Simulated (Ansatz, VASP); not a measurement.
AgCl in VASP and in Ansatz

File INCAR:

```
SYSTEM = AgCl
PREC = Accurate
ENCUT = 520
EDIFF = 1E-6
ISMEAR = 0
SIGMA = 0.01
LREAL = .False.
LASPH = .True.
NELM = 150
ALGO = Normal
ISIF = 2
LWAVE = .False.
LCHARG = .True.
MAGMOM = 0 0 0 0 0 0
LORBIT = 11
LSORBIT = .True.
GGA_COMPAT = .False.
LORBMOM = .True.
LMAXMIX = 4
LVHAR = .True.
NBANDS = 30
```

KPOINTS

```
regular mesh
0
Gamma
  8 8 8
  0 0 0
```

POSCAR

```
AgCl
1.0
    0.0000000000      2.6904484922      2.6904484922
    2.6904484922      0.0000000000      2.6904484922
    2.6904484922      2.6904484922      0.0000000000
Ag Cl
1 1
Direct
    0.0000000000      0.0000000000      0.0000000000
    0.5000000000      0.5000000000      0.5000000000
```

Input for Ansatz:

```yaml
crystal:
  lattice:
    - [0.0, 2.69044849224, 2.69044849224]
    - [2.69044849224, 0.0, 2.69044849224]
    - [2.69044849224, 2.69044849224, 0.0]
  atoms:
    - { symbol: Ag, position: [0.0, 0.0, 0.0] }
    - { symbol: Cl, position: [0.5, 0.5, 0.5] }
kpoints:
  mp_grid: { grid: [8, 8, 8] }
scf:
  occupations: { method: fixed }
  convergence: { dr2_threshold: 1.0e-10 }
hamiltonian:
  xc: lda
  pseudopotentials: { kind: all_electron, lapw: { basis_error: 0.0005 } }
magnetization:
  noncollinear: true
  spin_orbit: true
output:
  forces: true
  stress: true
  eigenstates:
    kpoints:
      - [0.0, 0.0, 0.0]
      - [0.0, -0.5, 0.0]
      - [-0.5, 0.0, 0.0]
      - [0.0, 0.0, -0.5]
      - [-0.5, -0.5, -0.5]
      - [-0.5, 0.0, -0.5]
      - [0.0, -0.5, -0.5]
      - [-0.5, -0.5, 0.0]
  eigenvalues: true
```

Alike in both runs: task single point; functional LDA; k mesh 8 × 8 × 8; non-collinear spin, spin-orbit coupling.

|  | VASP | Ansatz |
| --- | --- | --- |
| version | VASP 6.6.1 | Ansatz 0.2.0 |
| potentials or method | VASP PAW LDA potentials, release 64 (Ag, Cl), cutoff 520 eV | all-electron LAPW |
| occupations | gaussian, width 0.01 eV | fixed |

```csv
,VASP,Ansatz,Ansatz less VASP
pressure (GPa),-1.0,-1.0,0.00
```

LDA's correlation is that of Perdew and Zunger in VASP and of Perdew and Wang (1992) in Ansatz. Ansatz ran all-electron here, and VASP with PAW potentials.
